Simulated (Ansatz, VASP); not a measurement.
## One calculation of Re, two programs

```
CELL_PARAMETERS angstrom
0.00000 1.97500 1.97500
1.97500 0.00000 1.97500
1.97500 1.97500 0.00000
ATOMIC_POSITIONS crystal
Re 0.00000 0.00000 0.00000
```

Alike in both runs: task single point; functional PBE; k mesh 14 × 14 × 14; occupations fermi-dirac, width 0.05 eV; no spin polarisation.

```csv
,VASP,Ansatz
version,VASP 6.6.1,Ansatz 0.2.0
potentials or method,"VASP PAW PBE potentials, release 64 (Re), cutoff 520 eV","all-electron LAPW, scalar-relativistic"
```

|  | VASP | Ansatz | Ansatz less VASP |
| --- | --- | --- | --- |
| pressure (GPa) | -9.8 | -8.9 | +0.95 |

Ansatz ran all-electron here, and VASP with PAW potentials.

Neither program's run includes spin-orbit coupling.
